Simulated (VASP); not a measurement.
# Si (a cell with a defect) in VASP: single point with LDA

Aim: the single point of Si (a cell with a defect) with LDA.

Program: VASP 6.6.1. These are calculated values, not measurements. Logs are shortened: lines on timing, memory, paths and dates and some standing lists are left out, and cuts for length are marked.

### Step 1. The cell of the first run

The cell holds a defect, 17 atoms: a = 7.679 Å, b = 7.679 Å, c = 7.679 Å, α = 60.00°, β = 60.00°, γ = 60.00°.

### Step 2. Single point, LDA

The input, INCAR:

```
PREC     = Accurate       # precision mode
ENCUT    = 520            # plane-wave cutoff, eV
EDIFF    = 1E-6           # SCF threshold, eV
ISMEAR   = 0              # smearing method
SIGMA    = 0.05           # smearing width, eV
LREAL    = Auto         
LASPH    = T              # aspherical terms in the spheres
NELM     = 60             # most SCF steps
ALGO     = Normal         # electronic algorithm
ISIF     = 2              # what is computed and relaxed
LWAVE    = F              # write WAVECAR
LCHARG   = F              # write CHGCAR
GGA      = CA             # functional
NBANDS   = 48             # bands
```

The input, KPOINTS:

```
regular mesh
0
Gamma
  2 2 2
```

The input, POSCAR:

```
Si
1.0
    0.0000000000      5.4300000000      5.4300000000
    5.4300000000      0.0000000000      5.4300000000
    5.4300000000      5.4300000000      0.0000000000
Si
17
Direct
   -0.0008722836      0.0004943831     -0.0004253223
    0.1227152855      0.1229057090      0.1227712707
   -0.0031556169     -0.0032438306      0.5028907919
    0.1231197974      0.1232916206      0.6302470534
   -0.0032490792      0.5031838858     -0.0032835175
    0.1228143646      0.6312627993      0.1228694291
   -0.0031272560      0.5034020258      0.5029491713
    0.1263372928      0.6245612339      0.6245153775
    0.5027752302     -0.0032127993     -0.0031586556
    0.6297596685      0.1234357274      0.1233191529
    0.5030434622     -0.0031406998      0.5032469613
    0.6246305709      0.1260419890      0.6246370166
    0.5028371087      0.5034936464     -0.0031339779
    0.6245441989      0.6245963168      0.1262395948
    0.5001811234      0.4998964088      0.5000860958
    0.6246596685      0.6246953959      0.6246653775
    1.2491474217      0.2504809392      0.2495746777
```

Potentials or basis: VASP PAW LDA potentials, release 64 (Si).

Started as:

```
cat potpaw_LDA.64/Si/POTCAR > POTCAR
mpirun -np 1 vasp_std > vasp.out
```

OUTCAR:

```text
PREC = Accurate
   ENCUT = 520
   EDIFF = 1E-6
   ISMEAR = 0
   LREAL = Auto
   LASPH = T
   NELM = 60
   ISIF = 2
   GGA = CA

 ion  position               nearest neighbor table
   1  0.999  0.000  1.000-   2 2.31   6 2.32   4 2.32  10 2.32
   2  0.123  0.123  0.123-   1 2.31   9 2.38   3 2.38   5 2.38  17 2.39
   3  0.997  0.997  0.503-   8 2.33  12 2.33   2 2.38   4 2.38  17 2.75
   4  0.123  0.123  0.630-   1 2.32  11 2.38   7 2.38   3 2.38  17 2.39
   5  0.997  0.503  0.997-   8 2.33  14 2.33   2 2.38   6 2.38  17 2.74
   6  0.123  0.631  0.123-   1 2.32  13 2.38   7 2.38   5 2.38  17 2.39
   7  0.997  0.503  0.503-   8 2.33  16 2.33   6 2.38   4 2.38  17 2.75
   8  0.126  0.625  0.625-   7 2.33   3 2.33   5 2.33  15 2.34
   9  0.503  0.997  0.997-  14 2.33  12 2.33   2 2.38  10 2.38  17 2.75
  10  0.630  0.123  0.123-   1 2.32  11 2.38  13 2.38   9 2.38  17 2.39
  11  0.503  0.997  0.503-  12 2.33  16 2.33   4 2.38  10 2.38  17 2.76
  12  0.625  0.126  0.625-  11 2.33   9 2.33   3 2.33  15 2.34
  13  0.503  0.503  0.997-  14 2.33  16 2.33   6 2.38  10 2.38  17 2.75
  14  0.625  0.625  0.126-  13 2.33   9 2.33   5 2.33  15 2.34
  15  0.500  0.500  0.500-   8 2.34  14 2.34  12 2.34  16 2.34
  16  0.625  0.625  0.625-  11 2.33  13 2.33   7 2.33  15 2.34
  17  0.249  0.250  0.250-  10 2.39   4 2.39   6 2.39   2 2.39   5 2.74   3 2.75   7 2.75   9 2.75
                            13 2.75  11 2.76

  LATTYP: Found a face centered cubic cell.
 ALAT       =    10.8600000000

  Lattice vectors:

 A1 = (   0.0000000000,   5.4300000000,   5.4300000000)
 A2 = (   5.4300000000,   0.0000000000,   5.4300000000)
 A3 = (   5.4300000000,   5.4300000000,   0.0000000000)

Analysis of symmetry for initial positions (statically):
=====================================================================
 Subroutine PRICEL returns:
 Original cell was already a primitive cell.

 Routine SETGRP: Setting up the symmetry group for a
 face centered cubic supercell.

 Subroutine GETGRP returns: Found  1 space group operations
 (whereof  1 operations were pure point group operations)
 out of a pool of 48 trial point group operations.

The static configuration has the point symmetry C_1 .

Analysis of symmetry for dynamics (positions and initial velocities):
=====================================================================
 Subroutine PRICEL returns:
 Original cell was already a primitive cell.

 Routine SETGRP: Setting up the symmetry group for a
 face centered cubic supercell.

 Subroutine GETGRP returns: Found  1 space group operations
 (whereof  1 operations were pure point group operations)
 out of a pool of 48 trial point group operations.

The dynamic configuration has the point symmetry C_1 .

 Subroutine INISYM returns: Found  1 space group operations
 (whereof  1 operations are pure point group operations),
 and found     1 'primitive' translations

----------------------------------------------------------------------------------------

                                     Primitive cell

  volume of cell :     320.2060

  direct lattice vectors                    reciprocal lattice vectors
     0.000000000  5.430000000  5.430000000    -0.092081031  0.092081031  0.092081031
     5.430000000  0.000000000  5.430000000     0.092081031 -0.092081031  0.092081031
     5.430000000  5.430000000  0.000000000     0.092081031  0.092081031 -0.092081031

  length of vectors
     7.679179644  7.679179644  7.679179644     0.159489025  0.159489025  0.159489025

  position of ions in fractional coordinates (direct lattice)
     0.999127716  0.000494383  0.999574678
     0.122715285  0.122905709  0.122771271
     0.996844383  0.996756169  0.502890792
     0.123119797  0.123291621  0.630247053
     0.996750921  0.503183886  0.996716482
     0.122814365  0.631262799  0.122869429
[... 9 lines left out ...]
     0.624659669  0.624695396  0.624665378
     0.249147422  0.250480939  0.249574678

  ion indices of the primitive-cell ions
   primitive index   ion index
                 1           1
                 2           2
                 3           3
                 4           4
                 5           5
                 6           6
[... 9 lines left out ...]
                16          16
                17          17

----------------------------------------------------------------------------------------

 KPOINTS: regular mesh

Automatic generation of k-mesh.
 Grid dimensions read from file:
 generate k-points for:    2    2    2

 Generating k-lattice:

  Cartesian coordinates                     Fractional coordinates (reciprocal lattice)
    -0.046040516  0.046040516  0.046040516     0.500000000  0.000000000  0.000000000
     0.046040516 -0.046040516  0.046040516     0.000000000  0.500000000  0.000000000
     0.046040516  0.046040516 -0.046040516     0.000000000  0.000000000  0.500000000

  Length of vectors
     0.079744512  0.079744512  0.079744512

  Shift w.r.t. Gamma in fractional coordinates (k-lattice)
     0.000000000  0.000000000  0.000000000

 Subroutine IBZKPT returns following result:
 ===========================================

 Found      8 irreducible k-points:

 Following reciprocal coordinates:
            Coordinates               Weight
  0.000000  0.000000  0.000000      1.000000
  0.500000  0.000000  0.000000      1.000000
  0.000000  0.500000  0.000000      1.000000
  0.000000  0.000000  0.500000      1.000000
  0.500000  0.500000  0.500000      1.000000
  0.500000  0.500000  0.000000      1.000000
  0.000000  0.500000  0.500000      1.000000
  0.500000  0.000000  0.500000      1.000000
   k-points           NKPTS =      8   k-points in BZ     NKDIM =      8   number of bands    NBANDS=     48
   number of dos      NEDOS =    301   number of ions     NIONS =     17
   total plane-waves  NPLWV = 216000
   dimension x,y,z NGX =    60 NGY =   60 NGZ =   60
   dimension x,y,z NGXF=   120 NGYF=  120 NGZF=  120
   ions per type =              17
   NGX,Y,Z   is equivalent  to a cutoff of  12.99, 12.99, 12.99 a.u.
   NGXF,Y,Z  is equivalent  to a cutoff of  25.98, 25.98, 25.98 a.u.
 SYSTEM =  unknown system
   PREC   = accura    normal or accurate (medium, high low for compatibility)
   ISTART =      0    job   : 0-new  1-cont  2-samecut
   ICHARG =      2    charge: 1-file 2-atom 10-const
   ISPIN  =      1    spin polarized calculation?
   LNONCOLLINEAR =      F non collinear calculations
   LSORBIT =      F    spin-orbit coupling
   LASPH  =      T    aspherical Exc in radial PAW
   ENCUT  =  520.0 eV  38.22 Ry    6.18 a.u.  14.28 14.28 14.28*2*pi/ulx,y,z
   NELM   =     60;   NELMIN=  2; NELMDL= -5     # of ELM steps
   EDIFF  = 0.1E-05   stopping-criterion for ELM
   LREAL  =      T    real-space projection
   EDIFFG = 0.1E-04   stopping-criterion for IOM
   NSW    =      0    number of steps for IOM
   IBRION =     -1    ionic relax: 0-MD 1-quasi-New 2-CG
   NFREE  =      0    steps in history (QN), initial steepest desc. (CG)
   ISIF   =      2    stress and relaxation
   ISYM   =      2    0-nonsym 1-usesym 2-fastsym
   POTIM  = 0.5000    time-step for ionic-motion
   TEBEG  =    0.0;   TEEND  =   0.0 temperature during run
   PSTRESS=    0.0 pullay stress
   NELECT =      68.0000    total number of electrons
   NUPDOWN=      -1.0000    fix difference up-down
   EMIN   =  10.00;   EMAX   =-10.00  energy-range for DOS
   EFERMI =   0.00;   METHOD = LEGACY
   ISMEAR =     0;   SIGMA  =   0.05  broadening in eV -4-tet -1-fermi 0-gaus
   EFERMI_NEDOS =   21; number of points for ismear=-14 and -15
   IALGO  =     38    algorithm
   IMIX   =      4    mixing-type and parameters
     AMIX     =   0.40;   BMIX     =  1.00
     AMIX_MAG =   1.60;   BMIX_MAG =  1.00
  volume/ion in A,a.u.               =      18.84       127.11
  Fermi-wavevector in a.u.,A,eV,Ry     =   0.976715  1.845724 12.979587  0.953973
  Thomas-Fermi vector in A             =   2.107356
   LORBIT       =      0    0 simple, 1 ext, 2 COOP (PROOUT), +10 PAW based schemes
   GGA     = CA    functional components
   LHFCALC =     F    Hartree Fock is set to
   AEXX    =    0.0000 exact exchange contribution
   IVDW    =     0    specifies the selected vdW correction
   LEPSILON=     F    determine dielectric tensor
   LRPA    =     F    only Hartree local field effects (RPA)
 non-spin polarized calculation
 Gauss-broadening in eV      SIGMA  =   0.05
  energy-cutoff  :      520.00
  volume of cell :      320.21
 maximum number of plane-waves:      8646
 NGX is ok and might be reduce to    60
   NGX = 29   NGY = 29   NGZ = 29

 number of electron      68.0000001 magnetization

 Free energy of the ion-electron system (eV)
  ---------------------------------------------------
  ext. energy  EPLUGINS =         0.00000000
  ---------------------------------------------------
  free energy    TOTEN  =       -97.55799511 eV

  energy without entropy =      -97.54717733  energy(sigma->0) =      -97.55258622

 E-fermi :   6.7889     XC(G=0):  -9.8492

 val. band max:        6.5743003833   @ k =   0.0000   0.0000   0.0000
 cond. band min:       6.8066726563   @ k =   0.5000   0.0000   0.5000
 fundamental gap:      0.2323722730
 Fermi energy:         6.7888653491

 k-point     1 :       0.0000    0.0000    0.0000
  band No.  band energies     occupation
      1      -6.3623      2.00000
      2      -3.8184      2.00000
      3      -3.6724      2.00000
      4      -3.6710      2.00000
      5      -3.6699      2.00000
      6      -2.8395      2.00000
[... 38 lines left out ...]
     45       8.0080      0.00000
     46       8.9664      0.00000

 k-point     2 :       0.5000    0.0000    0.0000
  band No.  band energies     occupation
      1      -5.9624      2.00000
      2      -4.9980      2.00000
      3      -3.6106      2.00000
      4      -3.4736      2.00000
      5      -3.4709      2.00000
      6      -2.9926      2.00000
[... 38 lines left out ...]
     45       9.7202      0.00000
     46       9.8287      0.00000

 k-point     3 :       0.0000    0.5000    0.0000
  band No.  band energies     occupation
      1      -5.9617      2.00000
      2      -4.9997      2.00000
      3      -3.6115      2.00000
      4      -3.4728      2.00000
      5      -3.4697      2.00000
      6      -2.9926      2.00000
[... 38 lines left out ...]
     45       9.7193      0.00000
     46       9.8261      0.00000

 k-point     4 :       0.0000    0.0000    0.5000
  band No.  band energies     occupation
      1      -5.9622      2.00000
      2      -4.9985      2.00000
      3      -3.6109      2.00000
      4      -3.4737      2.00000
      5      -3.4702      2.00000
      6      -2.9926      2.00000
[... 38 lines left out ...]
     45       9.7199      0.00000
     46       9.8278      0.00000

 k-point     5 :       0.5000    0.5000    0.5000
  band No.  band energies     occupation
      1      -5.9616      2.00000
      2      -5.0001      2.00000
      3      -3.6117      2.00000
      4      -3.4721      2.00000
      5      -3.4697      2.00000
      6      -2.9926      2.00000
[... 38 lines left out ...]
     45       9.7191      0.00000
     46       9.8255      0.00000

 k-point     6 :       0.5000    0.5000    0.0000
  band No.  band energies     occupation
      1      -5.8299      2.00000
      2      -4.7638      2.00000
      3      -4.0399      2.00000
      4      -3.9239      2.00000
      5      -3.9234      2.00000
      6      -3.6631      2.00000
[... 38 lines left out ...]
     45      10.0174      0.00000
     46      10.0193      0.00000

 k-point     7 :       0.0000    0.5000    0.5000
  band No.  band energies     occupation
      1      -5.8299      2.00000
      2      -4.7638      2.00000
      3      -4.0399      2.00000
      4      -3.9237      2.00000
      5      -3.9236      2.00000
      6      -3.6631      2.00000
[... 38 lines left out ...]
     45      10.0181      0.00000
     46      10.0185      0.00000

 k-point     8 :       0.5000    0.0000    0.5000
  band No.  band energies     occupation
      1      -5.8299      2.00000
      2      -4.7638      2.00000
      3      -4.0398      2.00000
      4      -3.9246      2.00000
      5      -3.9228      2.00000
      6      -3.6631      2.00000
[... 38 lines left out ...]
     45      10.0151      0.00000
     46      10.0216      0.00000
 [bands above 46 left out]

------------------------ aborting loop because EDIFF is reached ----------------------------------------

  FORCE on cell =-STRESS in cart. coord.  units (eV):
  Direction    XX          YY          ZZ          XY          YZ          ZX
  --------------------------------------------------------------------------------------
  -------------------------------------------------------------------------------------
  Total        3.4871467      3.4913196      3.4872357     -0.0041523      0.0009978     -0.0156354
  in kB       17.4482277     17.4691069     17.4486729     -0.0207766      0.0049928     -0.0782329
  external PRESSURE =      17.4553359 kB  Pullay stress =       0.0000000 kB

 VOLUME and BASIS-vectors are now :
 -----------------------------------------------------------------------------
  energy-cutoff  :      520.00
  volume of cell :      320.21
      direct lattice vectors                 reciprocal lattice vectors
     0.000000000  5.430000000  5.430000000    -0.092081031  0.092081031  0.092081031
     5.430000000  0.000000000  5.430000000     0.092081031 -0.092081031  0.092081031
     5.430000000  5.430000000  0.000000000     0.092081031  0.092081031 -0.092081031

 POSITION                                       TOTAL-FORCE (eV/Angst)
 -----------------------------------------------------------------------------------
      5.43038     10.85295      5.42795        -0.000498     -0.005216     -0.001923
      1.33403      1.33299      1.33372         0.002739     -0.003208      0.001305
      8.14308      8.14356     10.82525         0.003812      0.001824      0.016047
      4.09171      4.09078      1.33801         0.012462      0.007539     -0.014192
      8.14446     10.82453      8.14465         0.001576      0.015514      0.000795
      4.09494      1.33406      4.09464         0.001179     -0.006830     -0.000148
[... 9 lines left out ...]
      6.78403      6.78383      6.78400        -0.017301     -0.015560     -0.016975
      2.71530      2.70806      2.71298         0.000307     -0.004004     -0.001563
 -----------------------------------------------------------------------------------
    total drift:                                0.000396     -0.002940     -0.000484

  FREE ENERGIE OF THE ION-ELECTRON SYSTEM (eV)
  ---------------------------------------------------
  free  energy   TOTEN  =       -97.5579951141 eV

  energy  without entropy=      -97.5471773308  energy(sigma->0) =      -97.55258622
```

Wall time 4.6 min (1 thread of Intel Xeon 8259CL, shared host); peak memory 0.38 GiB.

Results:

```yaml
Free_energy: -97.5580 eV
Pressure: 1.7 GPa
Largest_force: 0.029 eV/Å
Band_gap_on_the_k_mesh: zero (bands 34 and 35 overlap by 0.24 eV)
```

Forces on the atoms (eV/Å):
```
Si   0.000 -0.005 -0.002
Si   0.003 -0.003  0.001
Si   0.004  0.002  0.016
Si   0.012  0.008 -0.014
Si   0.002  0.016  0.001
Si   0.001 -0.007  0.000
Si  -0.016  0.001 -0.003
Si  -0.014  0.014  0.014
Si   0.017  0.003  0.004
Si  -0.018  0.014  0.017
Si  -0.001 -0.021  0.000
Si   0.017 -0.015  0.017
Si  -0.004  0.002 -0.018
Si   0.015  0.015 -0.015
Si   0.000 -0.003 -0.001
Si  -0.017 -0.016 -0.017
Si   0.000 -0.004 -0.002
```

Caveat: the k points lie up to 0.50 Å⁻¹ apart.

The gap in the log of VASP goes by the Fermi energy; the results here count the filled bands.